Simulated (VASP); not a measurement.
# Mo in VASP: notebook

Mo is run at these levels: LDA; tasks: single point.

Everything below comes from runs of VASP 6.6.1. Logs are shortened: lines on timing, memory, paths and dates and some standing lists are left out, and cuts for length are marked.

**1. The cell of the first run**

The cell holds a slab with vacuum, 5 atoms: a = 2.694 Å, b = 2.694 Å, c = 15.618 Å, α = 90.00°, β = 90.00°, γ = 109.47°.

**2. Single point, LDA**

Input file INCAR:

```
SYSTEM = Mo
PREC = Accurate
ENCUT = 520
EDIFF = 1E-7
ISMEAR = -1
SIGMA = 0.05
LREAL = .False.
LASPH = .True.
NELM = 60
ALGO = Normal
ISIF = 2
LWAVE = .False.
LCHARG = .False.
LDIPOL = .True.
IDIPOL = 3
DIPOL = 0.5 0.5 0.500
NBANDS = 43
```

Input file KPOINTS:

```
regular mesh
0
Gamma
  13 13 1
  0 0 0
```

Input file POSCAR:

```
Mo
1.0
    2.6943125793      0.0000000000      0.0000000000
   -0.8981041931      2.5402222606      0.0000000000
    0.0000000000      0.0000000000     15.6181000000
Mo
5
Direct
    0.0000000000      0.0000000000      0.2240979419
    0.5000000000      0.5000000000      0.3584087432
    0.0000000000      0.0000000000      0.4999999977
    0.5000000000      0.5000000000      0.6415912635
    0.0000000000      0.0000000000      0.7759020581
```

Potentials or basis: VASP PAW LDA potentials, release 64 (Mo_sv).

Run with:

```
> cat potpaw_LDA.64/Mo_sv/POTCAR > POTCAR
> mpirun -np 1 vasp_std > vasp.out
```

OUTCAR:

```text
SYSTEM = Mo
   PREC = Accurate
   ENCUT = 520
   EDIFF = 1E-7
   ISMEAR = -1
   LREAL = .False.
   LASPH = .True.
   NELM = 60
   ISIF = 2

 ion  position               nearest neighbor table
   1  0.000  0.000  0.224-   2 2.61   2 2.61   2 3.04   2 3.04
   2  0.500  0.500  0.358-   1 2.61   1 2.61   3 2.70   3 2.70   1 3.04   1 3.04   3 3.12   3 3.12

   3  0.000  0.000  0.500-   2 2.70   2 2.70   4 2.70   4 2.70   2 3.12   2 3.12   4 3.12   4 3.12

   4  0.500  0.500  0.642-   5 2.61   5 2.61   3 2.70   3 2.70   5 3.04   5 3.04   3 3.12   3 3.12

   5  0.000  0.000  0.776-   4 2.61   4 2.61   4 3.04   4 3.04

  LATTYP: Found a base centered orthorhombic cell.
 ALAT       =     3.1111241859
 B/A-ratio  =     1.4142135624
 C/A-ratio  =     5.0200824740

  Lattice vectors:

 A1 = (   2.6943125793,   0.0000000000,   0.0000000000)
 A2 = (  -0.8981041931,   2.5402222606,   0.0000000000)
 A3 = (   0.0000000000,   0.0000000000,  15.6181000000)

Analysis of symmetry for initial positions (statically):
=====================================================================
 Subroutine PRICEL returns:
 Original cell was already a primitive cell.

 Routine SETGRP: Setting up the symmetry group for a
 base centered orthorhombic supercell.

 Subroutine GETGRP returns: Found  8 space group operations
 (whereof  8 operations were pure point group operations)
 out of a pool of  8 trial point group operations.

The static configuration has the point symmetry D_2h.

Analysis of symmetry for dynamics (positions and initial velocities):
=====================================================================
 Subroutine PRICEL returns:
 Original cell was already a primitive cell.

 Routine SETGRP: Setting up the symmetry group for a
 base centered orthorhombic supercell.

 Subroutine GETGRP returns: Found  8 space group operations
 (whereof  8 operations were pure point group operations)
 out of a pool of  8 trial point group operations.

The dynamic configuration has the point symmetry D_2h.

 Subroutine INISYM returns: Found  8 space group operations
 (whereof  8 operations are pure point group operations),
 and found     1 'primitive' translations

----------------------------------------------------------------------------------------

                                     Primitive cell

  volume of cell :     106.8927

  direct lattice vectors                    reciprocal lattice vectors
     2.694312579  0.000000000  0.000000000     0.371152185  0.131222113  0.000000000
    -0.898104193  2.540222261  0.000000000     0.000000000  0.393666340  0.000000000
     0.000000000  0.000000000 15.618100000     0.000000000  0.000000000  0.064028275

  length of vectors
     2.694312579  2.694312579 15.618100000     0.393666340  0.393666340  0.064028275

  position of ions in fractional coordinates (direct lattice)
     0.000000000  0.000000000  0.224097942
     0.500000000  0.500000000  0.358408743
     0.000000000  0.000000000  0.499999998
     0.500000000  0.500000000  0.641591263
     0.000000000  0.000000000  0.775902058

  ion indices of the primitive-cell ions
   primitive index   ion index
                 1           1
                 2           2
                 3           3
                 4           4
                 5           5

----------------------------------------------------------------------------------------

 KPOINTS: regular mesh

Automatic generation of k-mesh.
 Grid dimensions read from file:
 generate k-points for:   13   13    1

 Generating k-lattice:

  Cartesian coordinates                     Fractional coordinates (reciprocal lattice)
     0.028550168  0.010094009  0.000000000     0.076923077 -0.000000000  0.000000000
     0.000000000  0.030282026  0.000000000     0.000000000  0.076923077  0.000000000
     0.000000000  0.000000000  0.064028275     0.000000000  0.000000000  1.000000000

  Length of vectors
     0.030282026  0.030282026  0.064028275

  Shift w.r.t. Gamma in fractional coordinates (k-lattice)
     0.000000000  0.000000000  0.000000000

 Subroutine IBZKPT returns following result:
 ===========================================

 Found     49 irreducible k-points:

 Following reciprocal coordinates:
            Coordinates               Weight
  0.000000  0.000000  0.000000      1.000000
  0.076923  0.000000  0.000000      4.000000
  0.153846  0.000000  0.000000      4.000000
  0.230769  0.000000  0.000000      4.000000
  0.307692  0.000000  0.000000      4.000000
  0.384615  0.000000  0.000000      4.000000
[... 16 lines left out ...]
  0.384615  0.153846  0.000000      4.000000
  0.461538  0.153846  0.000000      4.000000
 [... further k-points ...]
   k-points           NKPTS =     49   k-points in BZ     NKDIM =     49   number of bands    NBANDS=     43
   number of dos      NEDOS =    301   number of ions     NIONS =      5
   total plane-waves  NPLWV =  48000
   dimension x,y,z NGX =    20 NGY =   20 NGZ =  120
   dimension x,y,z NGXF=    40 NGYF=   40 NGZF=  240
   ions per type =               5
   NGX,Y,Z   is equivalent  to a cutoff of  12.34, 12.34, 12.77 a.u.
   NGXF,Y,Z  is equivalent  to a cutoff of  24.68, 24.68, 25.55 a.u.
 SYSTEM =  Mo
   PREC   = accura    normal or accurate (medium, high low for compatibility)
   ISTART =      0    job   : 0-new  1-cont  2-samecut
   ICHARG =      2    charge: 1-file 2-atom 10-const
   ISPIN  =      1    spin polarized calculation?
   LNONCOLLINEAR =      F non collinear calculations
   LSORBIT =      F    spin-orbit coupling
   LASPH  =      T    aspherical Exc in radial PAW
   ENCUT  =  520.0 eV  38.22 Ry    6.18 a.u.   5.01  5.01 29.04*2*pi/ulx,y,z
   NELM   =     60;   NELMIN=  2; NELMDL= -5     # of ELM steps
   EDIFF  = 0.1E-06   stopping-criterion for ELM
   LREAL  =      F    real-space projection
   EDIFFG = 0.1E-05   stopping-criterion for IOM
   NSW    =      0    number of steps for IOM
   IBRION =     -1    ionic relax: 0-MD 1-quasi-New 2-CG
   NFREE  =      0    steps in history (QN), initial steepest desc. (CG)
   ISIF   =      2    stress and relaxation
   ISYM   =      2    0-nonsym 1-usesym 2-fastsym
   POTIM  = 0.5000    time-step for ionic-motion
   TEBEG  =    0.0;   TEEND  =   0.0 temperature during run
   PSTRESS=    0.0 pullay stress
   NELECT =      70.0000    total number of electrons
   NUPDOWN=      -1.0000    fix difference up-down
   EMIN   =  10.00;   EMAX   =-10.00  energy-range for DOS
   EFERMI =   0.00;   METHOD = LEGACY
   ISMEAR =    -1;   SIGMA  =   0.05  broadening in eV -4-tet -1-fermi 0-gaus
   EFERMI_NEDOS =   21; number of points for ismear=-14 and -15
   IALGO  =     38    algorithm
   IMIX   =      4    mixing-type and parameters
     AMIX     =   0.40;   BMIX     =  1.00
     AMIX_MAG =   1.60;   BMIX_MAG =  1.00
  volume/ion in A,a.u.               =      21.38       144.27
  Fermi-wavevector in a.u.,A,eV,Ry     =   1.421646  2.686522 27.498437  2.021078
  Thomas-Fermi vector in A             =   2.542434
   LORBIT       =      0    0 simple, 1 ext, 2 COOP (PROOUT), +10 PAW based schemes
   GGA     = CA    functional components
   LHFCALC =     F    Hartree Fock is set to
   AEXX    =    0.0000 exact exchange contribution
   IVDW    =     0    specifies the selected vdW correction
   LEPSILON=     F    determine dielectric tensor
   LRPA    =     F    only Hartree local field effects (RPA)
 non-spin polarized calculation
  energy-cutoff  :      520.00
  volume of cell :      106.89
 maximum number of plane-waves:      2906
   NGX =  9   NGY =  9   NGZ = 59

 number of electron      69.9999991 magnetization

 dipolmoment           0.000000      0.000000     -0.000001 electrons x Angstroem

 Free energy of the ion-electron system (eV)
  ---------------------------------------------------
  ext. energy  EPLUGINS =         0.00000000
  ---------------------------------------------------
  free energy    TOTEN  =       -57.93719604 eV

  energy without entropy =      -57.90064283  energy(sigma->0) =      -57.91891943

 E-fermi :   7.9314     XC(G=0): -10.8471

 val. band max:        7.9143521980   @ k =  -0.3077   0.1538   0.0000
 cond. band min:       7.9375014750   @ k =  -0.4615   0.3077   0.0000
 fundamental gap:      0.0231492770
 Fermi energy:         7.9314178110

 k-point     1 :       0.0000    0.0000    0.0000
  band No.  band energies     occupation
      1     -53.0603      2.00000
      2     -52.9950      2.00000
      3     -52.8505      2.00000
      4     -52.6797      2.00000
      5     -52.6711      2.00000
      6     -27.9351      2.00000
[... 35 lines left out ...]
     42       9.5595      0.00000
     43       9.5614      0.00000

 k-point     2 :       0.0769    0.0000    0.0000
  band No.  band energies     occupation
      1     -53.0475      2.00000
      2     -52.9839      2.00000
      3     -52.8426      2.00000
      4     -52.6730      2.00000
      5     -52.6651      2.00000
      6     -27.9105      2.00000
[... 35 lines left out ...]
     42       9.3282      0.00000
     43       9.5218      0.00000

 k-point     3 :       0.1538    0.0000    0.0000
  band No.  band energies     occupation
      1     -53.0112      2.00000
      2     -52.9526      2.00000
      3     -52.8210      2.00000
      4     -52.6545      2.00000
      5     -52.6484      2.00000
      6     -27.8411      2.00000
[... 35 lines left out ...]
     42       9.2382      0.00000
     43       9.5187      0.00000

 k-point     4 :       0.2308    0.0000    0.0000
  band No.  band energies     occupation
      1     -52.9577      2.00000
      2     -52.9077      2.00000
      3     -52.7921      2.00000
      4     -52.6288      2.00000
      5     -52.6252      2.00000
      6     -27.7448      2.00000
[... 863 lines left out ...]
     42      10.2999      0.00000
     43      10.3275      0.00000

 k-point    23 :       0.3846    0.1538    0.0000
  band No.  band energies     occupation
      1     -52.7781      2.00000
      2     -52.7778      2.00000
      3     -52.7378      2.00000
      4     -52.5566      2.00000
      5     -52.5566      2.00000
      6     -27.8940      2.00000
[... 35 lines left out ...]
     42      10.2541      0.00000
     43      10.5280      0.00000

 k-point    24 :       0.4615    0.1538    0.0000
  band No.  band energies     occupation
      1     -52.7777      2.00000
      2     -52.7680      2.00000
      3     -52.7161      2.00000
      4     -52.5420      2.00000
      5     -52.5419      2.00000
      6     -27.9458      2.00000
[... 35 lines left out ...]
     42      10.2767      0.00000
     43      10.7847      0.00000

 [... further k-points ...]

------------------------ aborting loop because EDIFF is reached ----------------------------------------

 vacuum level on the upper side and lower side of the slab       (xc-potential included)        -2.134        -2.134

  FORCE on cell =-STRESS in cart. coord.  units (eV):
  Direction    XX          YY          ZZ          XY          YZ          ZX
  --------------------------------------------------------------------------------------
  -------------------------------------------------------------------------------------
  Total       -2.2324174     -2.1410058      0.3924983      0.1292755      0.0000000      0.0000000
  in kB      -33.4609359    -32.0907987      5.8830223      1.9376666      0.0000000      0.0000000
  external PRESSURE =     -19.8895708 kB  Pullay stress =       0.0000000 kB

 VOLUME and BASIS-vectors are now :
 -----------------------------------------------------------------------------
  energy-cutoff  :      520.00
  volume of cell :      106.89
      direct lattice vectors                 reciprocal lattice vectors
     2.694312579  0.000000000  0.000000000     0.371152185  0.131222113  0.000000000
    -0.898104193  2.540222261  0.000000000     0.000000000  0.393666340  0.000000000
     0.000000000  0.000000000 15.618100000     0.000000000  0.000000000  0.064028275

 POSITION                                       TOTAL-FORCE (eV/Angst)
 -----------------------------------------------------------------------------------
      0.00000      0.00000      3.49998        -0.000000      0.000000     -0.068563
      0.89810      1.27011      5.59766        -0.000000      0.000000      0.015794
      0.00000      0.00000      7.80905         0.000000      0.000000      0.000000
      0.89810      1.27011     10.02044         0.000000      0.000000     -0.015794
      0.00000      0.00000     12.11812         0.000000     -0.000000      0.068563
 -----------------------------------------------------------------------------------
    total drift:                               -0.000000      0.000000     -0.000235

  FREE ENERGIE OF THE ION-ELECTRON SYSTEM (eV)
  ---------------------------------------------------
  free  energy   TOTEN  =       -57.9371960368 eV

  energy  without entropy=      -57.9006428331  energy(sigma->0) =      -57.91891943

 vacuum level on the upper side and lower side of the slab        10.622        10.622
```

It took 2.4 min on 1 thread of Intel Xeon 6975P-C (Granite Rapids), shared host; peak memory 0.27 GiB.

What came out:

* Free energy: -57.9372 eV
* Largest force: 0.069 eV/Å
* Band gap on the k mesh: zero (bands 35 and 36 overlap by 2.35 eV)

Forces on the atoms (eV/Å):
```
Mo   0.000  0.000 -0.069
Mo   0.000  0.000  0.016
Mo   0.000  0.000  0.000
Mo   0.000  0.000 -0.016
Mo   0.000  0.000  0.069
```

Levels at points of the mesh, in eV from the Fermi level:
```
           k point  band 32  band 33  band 34  band 35  band 36  band 37  band 38  band 39
(0.00, 0.00, 0.00)    -1.41    -1.39    -1.27    -0.86    -0.42     0.42     1.11     1.26
```

**3. Single point, LDA**

Input file INCAR:

```
SYSTEM = Mo
ALGO = Normal ; DIPOL = 0.5 0.5 0.500
EDIFF = 1E-6 ; ENCUT = 520
GGA = CA ; IDIPOL = 3
ISIF = 2 ; ISMEAR = -1
LASPH = .True. ; LCHARG = .True.
LDIPOL = .True. ; LELF = .True.
LREAL = .False. ; LVACPOTAV = .True.
LVHAR = .True. ; LWAVE = .False.
NBANDS = 43 ; NELM = 100
PREC = Accurate ; SIGMA = 0.05
```

Input file KPOINTS:

```
k-points
0
Gamma
  13 13 1
  0 0 0
```

POSCAR is that of step 2.

Potentials or basis: VASP PAW LDA potentials, release 64 (Mo_sv).

Run with:

```
> cat potpaw_LDA.64/Mo_sv/POTCAR > POTCAR
> mpirun -np 1 vasp_std > vasp.out
```

OUTCAR:

```text
SYSTEM = Mo
   EDIFF = 1E-6
   ENCUT = 520
   GGA = CA
   ISIF = 2
   ISMEAR = -1
   LASPH = .True.
   LREAL = .False.
   NELM = 100
   PREC = Accurate

 ion  position               nearest neighbor table
   1  0.000  0.000  0.224-   2 2.61   2 2.61   2 3.04   2 3.04
   2  0.500  0.500  0.358-   1 2.61   1 2.61   3 2.70   3 2.70   1 3.04   1 3.04   3 3.12   3 3.12

   3  0.000  0.000  0.500-   2 2.70   2 2.70   4 2.70   4 2.70   2 3.12   2 3.12   4 3.12   4 3.12

   4  0.500  0.500  0.642-   5 2.61   5 2.61   3 2.70   3 2.70   5 3.04   5 3.04   3 3.12   3 3.12

   5  0.000  0.000  0.776-   4 2.61   4 2.61   4 3.04   4 3.04

[... 1310 lines left out ...]
  -------------------------------------------------------------------------------------
  Total       -2.2282798     -2.1368564      0.3952854      0.1292921      0.0000000      0.0000000
  in kB      -33.3989183    -32.0286056      5.9247962      1.9379149      0.0000000      0.0000000
  external PRESSURE =     -19.8342426 kB  Pullay stress =       0.0000000 kB

 VOLUME and BASIS-vectors are now :
 -----------------------------------------------------------------------------
  energy-cutoff  :      520.00
  volume of cell :      106.89
      direct lattice vectors                 reciprocal lattice vectors
     2.694312579  0.000000000  0.000000000     0.371152185  0.131222113  0.000000000
    -0.898104193  2.540222261  0.000000000     0.000000000  0.393666340  0.000000000
     0.000000000  0.000000000 15.618100000     0.000000000  0.000000000  0.064028275

 POSITION                                       TOTAL-FORCE (eV/Angst)
 -----------------------------------------------------------------------------------
      0.00000      0.00000      3.49998        -0.000000      0.000000     -0.068936
      0.89810      1.27011      5.59766        -0.000000      0.000000      0.016191
      0.00000      0.00000      7.80905         0.000000      0.000000      0.000000
      0.89810      1.27011     10.02044        -0.000000     -0.000000     -0.016191
      0.00000      0.00000     12.11812         0.000000      0.000000      0.068936
 -----------------------------------------------------------------------------------
    total drift:                               -0.000000      0.000000     -0.000232

  FREE ENERGIE OF THE ION-ELECTRON SYSTEM (eV)
  ---------------------------------------------------
  free  energy   TOTEN  =       -57.9371959772 eV

  energy  without entropy=      -57.9006406427  energy(sigma->0) =      -57.91891831
```

Wall time 1.9 min (1 thread of Intel Xeon 6975P-C (Granite Rapids), shared host); peak memory 0.27 GiB.

What came out:

```yaml
Free_energy: -57.9372 eV
Largest_force: 0.069 eV/Å
Band_gap_on_the_k_mesh: zero (bands 35 and 36 overlap by 2.35 eV)
```

Forces on the atoms (eV/Å):
```
Mo   0.000  0.000 -0.069
Mo   0.000  0.000  0.016
Mo   0.000  0.000  0.000
Mo   0.000  0.000 -0.016
Mo   0.000  0.000  0.069
```

**4. Single point, LDA**

This run uses another cell than the first one.

Input file INCAR:

```
SYSTEM = Mo
ALGO = Normal
DIPOL = 0.5 0.5 0.500
EDIFF = 1E-6
EFIELD = -0.1
ENCUT = 520
IDIPOL = 3
ISIF = 2
ISMEAR = -1
LASPH = .True.
LCHARG = .False.
LDIPOL = .True.
LREAL = .False.
LWAVE = .False.
NBANDS = 43
NELM = 80
PREC = Accurate
SIGMA = 0.05
```

KPOINTS is that of step 3.

Input file POSCAR:

```
Mo
1.0
    2.6943125793      0.0000000000      0.0000000000
   -0.8981041931      2.5402222606      0.0000000000
    0.0000000000      0.0000000000     24.7996000000
Mo
5
Direct
    0.0000000000      0.0000000000      0.3262445383
    0.5000000000      0.5000000000      0.4108297544
    0.0000000000      0.0000000000      0.4999999980
    0.5000000000      0.5000000000      0.5891702487
    0.0000000000      0.0000000000      0.6737554606
```

Run with:

```
> cat potpaw_LDA.64/Mo_sv/POTCAR > POTCAR
> mpirun -np 1 vasp_std > vasp.out
```

It took 7.5 min on 1 thread of Intel Xeon 6975P-C (Granite Rapids), shared host; peak memory 0.37 GiB.

The run converged. Its results:

```
Free energy            : -57.9434 eV
Largest force          : 0.070 eV/Å
Band gap on the k mesh : zero (bands 35 and 36 overlap by 2.35 eV)
```

Forces in eV/Å, atoms in the order of the input:
```
Mo   0.000  0.000 -0.070
Mo   0.000  0.000  0.025
Mo   0.000  0.000 -0.003
Mo   0.000  0.000 -0.015
Mo   0.000  0.000  0.064
```

Levels at points of the mesh, in eV from the Fermi level:
```tsv
k point	band 32	band 33	band 34	band 35	band 36	band 37	band 38	band 39
(0.00, 0.00, 0.00)	-1.40	-1.37	-1.27	-0.92	-0.42	0.55	1.08	1.27
```

**5. Single point, LDA**

This run uses another cell than the first one.

Input file INCAR:

```
SYSTEM = Mo
PREC = Accurate ; ENCUT = 520
EDIFF = 1E-6 ; ISMEAR = -1
SIGMA = 0.05 ; LREAL = .FALSE.
LASPH = .TRUE. ; NELM = 80
ALGO = Normal ; ISIF = 2
LWAVE = .FALSE. ; LCHARG = .FALSE.
LDIPOL = .TRUE. ; IDIPOL = 3
DIPOL = 0.5 0.5 0.500 ; GGA = CA
NBANDS = 43 ; EFIELD = -0.1
```

Input file KPOINTS:

```
Automatic mesh
0
G
  13 13 1
  0 0 0
```

POSCAR is that of step 4.

Run with:

```
> cat potpaw_LDA.64/Mo_sv/POTCAR > POTCAR
> mpirun -np 1 vasp_std > vasp.out
```

Wall time 6.3 min (1 thread of Intel Xeon 6975P-C (Granite Rapids), shared host); peak memory 0.37 GiB.

It converged, with:

```
Free energy            : -57.9434 eV
Largest force          : 0.070 eV/Å
Band gap on the k mesh : zero (bands 35 and 36 overlap by 2.35 eV)
```

Forces in eV/Å, atoms in the order of the input:
```
Mo   0.000  0.000 -0.070
Mo   0.000  0.000  0.025
Mo   0.000  0.000 -0.003
Mo   0.000  0.000 -0.015
Mo   0.000  0.000  0.064
```

Levels at points of the mesh, in eV from the Fermi level:
```tsv
k point	band 33	band 34	band 35	band 36	band 37	band 38
(0.00, 0.00, 0.00)	-1.37	-1.27	-0.92	-0.42	0.55	1.08
```
